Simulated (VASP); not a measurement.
A run of VASP 6.6.1 is set up as follows.

Contents of INCAR:

```
PREC = Accurate ; ENCUT = 520
EDIFF = 1E-7 ; ISMEAR = 0
SIGMA = 0.15 ; LREAL = F
LASPH = T ; NELM = 60
ALGO = Fast ; ISIF = 2
LWAVE = F ; LCHARG = F
NBANDS = 12
```

File KPOINTS:

```
regular mesh
0
Gamma
  22 22 22
```

Contents of POSCAR:

```
Zn
1.0
   -0.9157612698      1.5968451043      1.5968451043
    1.5968451043     -0.9157612698      1.5968451043
    1.5968451043      1.5968451043     -0.9157612698
Zn
1
Direct
    0.0000000000      0.0000000000      0.0000000000
```

Potentials or basis: VASP PAW LDA potentials, release 64 (Zn).

Command:

```console
$ cat potpaw_LDA.64/Zn/POTCAR > POTCAR
$ mpirun -np 1 vasp_std > vasp.out
```

(1) Estimate the band gap on the k mesh.

(2) Predict the pressure.

Results:

(1) zero (band 6 reaches 8.77 eV, above the bottom of band 7 at 0.39 eV).

(2) 10.6 GPa.
